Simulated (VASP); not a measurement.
Nb:

```
Nb
1.0
    -1.65882    1.65882    1.65882
     1.65882   -1.65882    1.65882
     1.65882    1.65882   -1.65882
Nb
1
Direct
  0.00000 0.00000 0.00000
```

- Program: VASP 6.6.1
- Task: relaxation of cell and atoms
- Functional: LDA
- Potentials or basis: VASP PAW LDA potentials, release 64 (Nb_sv)
- Cutoff: 600 eV
- k mesh: 8 × 8 × 8
- Occupations: gaussian, width 0.1 eV
- Spin: no spin polarisation

At the start: pressure -10.5 GPa; volume 18.26 Å³/atom.

How do energy, volume and symmetry change on relaxing?

Over 3 steps the energy falls by 36.1 meV/atom and the volume is 17.25 Å³/atom (-5.5 %); space group Im-3m (No. 229, to 0.05 Å).

The path:
| step | energy change (eV) | largest force (eV/Å) | pressure (GPa) | volume (Å³) |
| --- | --- | --- | --- | --- |
| 1 | 0.0000 | 0.0000 | -10.52 | 18.26 |
| 2 | 0.1281 | 0.0000 | 30.03 | 15.27 |
| 3 | -0.0361 | 0.0000 | -0.44 | 17.25 |

Final structure:
```xyz
1
Lattice="-1.6276 1.6276 1.6276 1.6276 -1.6276 1.6276 1.6276 1.6276 -1.6276" Properties=species:S:1:pos:R:3 pbc="T T T"
Nb    0.0000    0.0000    0.0000
```
